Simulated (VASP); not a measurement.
A run of VASP 6.6.1:

Contents of INCAR:

```
SYSTEM = Ru
PREC = Accurate
ENCUT = 520
EDIFF = 1E-6
ISMEAR = -1
SIGMA = 0.1
LREAL = .FALSE.
LASPH = .TRUE.
NELM = 80
ALGO = Normal
ISIF = 2
LWAVE = .FALSE.
LCHARG = .FALSE.
GGA = RP
NBANDS = 13
```

Contents of KPOINTS:

```
regular mesh
0
G
  16 16 16
  0 0 0
```

Contents of POSCAR:

```
Ru
1.0
    0.0000000000      1.8629132690      1.8629132690
    1.8629132690      0.0000000000      1.8629132690
    1.8629132690      1.8629132690      0.0000000000
Ru
1
Direct
    0.0000000000      0.0000000000      0.0000000000
```

Potentials or basis: VASP PAW PBE potentials, release 64 (Ru_pv).

Run with:

```sh
$ cat potpaw_PBE.64/Ru_pv/POTCAR > POTCAR
$ mpirun -np 1 vasp_std > vasp.out
```

Hardware: 1 thread of Intel(R) Xeon(R) Platinum 8488C (Sapphire Rapids) (shared host).

Task: Estimate the wall time of this run.

Result: It took 9.8 s on 1 thread of Intel(R) Xeon(R) Platinum 8488C (Sapphire Rapids) (shared host), peak memory 0.14 GiB. Counts: scf iterations 10, k points 145.
